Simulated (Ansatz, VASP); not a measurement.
**SiSeF2 in VASP and in Ansatz**

```
CELL_PARAMETERS angstrom
2.90859 -3.15789 0.00000
2.90859 3.15789 0.00000
0.00000 0.00000 4.10651
ATOMIC_POSITIONS crystal
Si 0.00000 0.00000 0.00000
Se 0.50000 0.50000 0.50000
F 0.84612 0.15388 0.50000
F 0.15388 0.84612 0.50000
```

Alike in both runs: task single point; functional PBE; k mesh 4 × 4 × 4; occupations gaussian, width 0.1 eV; collinear spin.

|  | VASP | Ansatz |
| --- | --- | --- |
| version | VASP 6.6.1 | Ansatz 0.2.0 |
| potentials or method | VASP PAW PBE potentials, release 64 (Si, Se, F), cutoff 520 eV | scalar-relativistic, plane waves, PAW |
| valence electrons in the cell | 24 | 34 |

```csv
,VASP,Ansatz,Ansatz less VASP
gap on the k mesh at the Fermi level (eV),none,none,-
pressure (GPa),-0.7,-0.6,+0.12
"traceless stress, the component that is largest in VASP (GPa)",-10.16,-10.15,+0.016
rms of the force components (eV/Å),1.517,1.520,+0.0023
net moment per atom (μB),0.00,0.00,0.000
```

Atom by atom the forces differ by 0.002 eV/Å (rms over components). A gap of «none» marks a metal or a gap that the smearing closes. With one functional, cell and mesh, what is left measures potentials, basis and numerics. VASP's potentials hold 24 valence electrons a cell and Ansatz's 34, so a difference there can come from the potentials and not from the codes. Ansatz's warnings: seeded moment not kept.

The k mesh is coarse, so the values compare programs but aren't converged.
